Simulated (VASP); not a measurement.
Set up this calculation in VASP 6.6.1, as the native input.

```yaml
Task: single point
Functional: PBEsol
Potentials_or_basis: VASP PAW PBE potentials, release 64 (Cu)
Cutoff: 520 eV
k_mesh: 28 × 28 × 28
Occupations: gaussian, width 0.15 eV
Spin: no spin polarisation
Dipole_correction: no
Further_INCAR_settings: ALGO = Fast; EDIFF = 1e-06; NBANDS = 12
```

The structure of Cu lies in POSCAR:

```
Cu
1.0
    0.0000000000      1.7371438586      1.6926017084
    1.7371438586      0.0000000000      1.6926017084
    1.7371438586      1.7371438586      0.0000000000
Cu
1
Direct
    0.0000000000      0.0000000000      0.0000000000
```

This cell differs from its parent crystal: strain -0.025 along x and y, -0.050 along z.

The input as run:

INCAR

```
SYSTEM = Cu
  PREC = Accurate
  ENCUT = 520
  EDIFF = 1E-6
  ISMEAR = 0
  SIGMA = 0.15
  LREAL = .FALSE.
  LASPH = .TRUE.
  NELM = 100
  ALGO = Fast
  ISIF = 2
  LWAVE = .FALSE.
  LCHARG = .FALSE.
  GGA = PS
  NBANDS = 12
```

KPOINTS

```
regular mesh
0
G
  28 28 28
  0 0 0
```

Potentials or basis: VASP PAW PBE potentials, release 64 (Cu).

The run is started by

```bash
$ cat potpaw_PBE.64/Cu/POTCAR > POTCAR
$ mpirun -np 1 vasp_std > vasp.out
```

Results of the run:

```
Pressure               : 23.3 GPa
Band gap on the k mesh : zero (an odd number of electrons rules out a gap without spin polarisation)
```

Caveat: the cell differs from its parent crystal (strain -0.025 along x and y, -0.050 along z); the cell stands under pressure; the PAW data sets were made with another functional, which shifts forces and pressure a little.

Wall time 5.7 min on 1 thread of Intel(R) Xeon(R) Platinum 8175M CPU @ 2.50GHz (Skylake/Cascade Lake), on a shared host, peak memory 0.29 GiB.
